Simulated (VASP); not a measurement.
Runs of VASP 6.6.1 on C. The structure is that of space group R32 (No. 155), or close to it. The cells are those of the table. 

```csv
task,spin,cell,k mesh,cutoff (eV),smearing,gap on the mesh (eV),pressure (GPa),relaxed volume (Å³/atom),largest force (eV/Å)
single point,"collinear, ferromagnetic start","a = 3.188 Å, angles 100.8°, 5 atoms",6 × 6 × 6,520,gaussian 0.1 eV,(c),49.9,-,5.12
single point,off,"a = 3.362 Å, angles 103.3°, 5 atoms",12 × 12 × 12,520,gaussian 0.02 eV,1.39,0.5,-,0.08
single point,off,"a = 3.362 Å, angles 103.3°, 5 atoms",6 × 6 × 6,520,gaussian 0.1 eV,1.39,(b),-,0.09
relaxation of cell and atoms,off,"relaxed from a = 3.188 Å, angles 100.8°, 5 atoms",6 × 6 × 6,600,gaussian 0.1 eV,1.43,0.0,6.87,-
relaxation of cell and atoms,off,"relaxed from a = 3.362 Å, angles 103.3°, 5 atoms",12 × 12 × 12,600,gaussian 0.02 eV,(a),0.0,6.87,-
```

Alike in all rows: level PBE; potentials or basis VASP PAW PBE potentials, release 64 (C).

Fill in the values left out.

(a) 1.37; (b) 0.6; (c) none.

Caveats: forces of over 1 eV/Å act on the atoms, so gaps and moduli don't describe the material at rest (some runs).

A k mesh can miss the band edges.
